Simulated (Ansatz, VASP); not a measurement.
## One calculation of Mg2NCl, two programs

```xyz
4
Lattice="1.5776 0.9108 6.0030 -1.5776 0.9108 6.0030 0.0000 -1.8217 6.0030" Properties=species:S:1:pos:R:3 pbc="T T T"
Mg    0.0000    0.0000    4.0127
Mg    0.0000    0.0000   13.9963
N     0.0000    0.0000    9.0045
Cl    0.0000    0.0000    0.0000
```

Change from the starting cell: strain -0.050 along x and y, +0.000 along z, atoms carried along.

Alike in both runs: task single point; functional LDA; k mesh 9 × 9 × 9; occupations gaussian, width 0.05 eV; no spin polarisation.

|  | VASP | Ansatz |
| --- | --- | --- |
| version | VASP 6.6.1 | Ansatz 0.2.0 |
| potentials or method | VASP PAW LDA potentials, release 64 (Mg, N, Cl), cutoff 520 eV | scalar-relativistic, plane waves, PAW |
| valence electrons in the cell | 16 | 32 |

|  | VASP | Ansatz | Ansatz less VASP |
| --- | --- | --- | --- |
| gap on the k mesh at the Fermi level (eV) | 2.40 | 2.43 | +0.031 |
| least direct gap on the mesh (eV) | 2.40 | 2.43 | +0.031 |
| pressure (GPa) | 3.8 | 4.6 | +0.71 |
| traceless stress, the component that is largest in VASP (GPa) | -7.36 | -7.25 | +0.106 |
| rms of the force components (eV/Å) | 0.034 | 0.050 | +0.0160 |

LDA's correlation is that of Perdew and Zunger in VASP and of Perdew and Wang (1992) in Ansatz. Atom by atom the forces differ by 0.016 eV/Å (rms over components). VASP's potentials hold 16 valence electrons a cell and Ansatz's 32, so a difference there can come from the potentials and not from the codes.
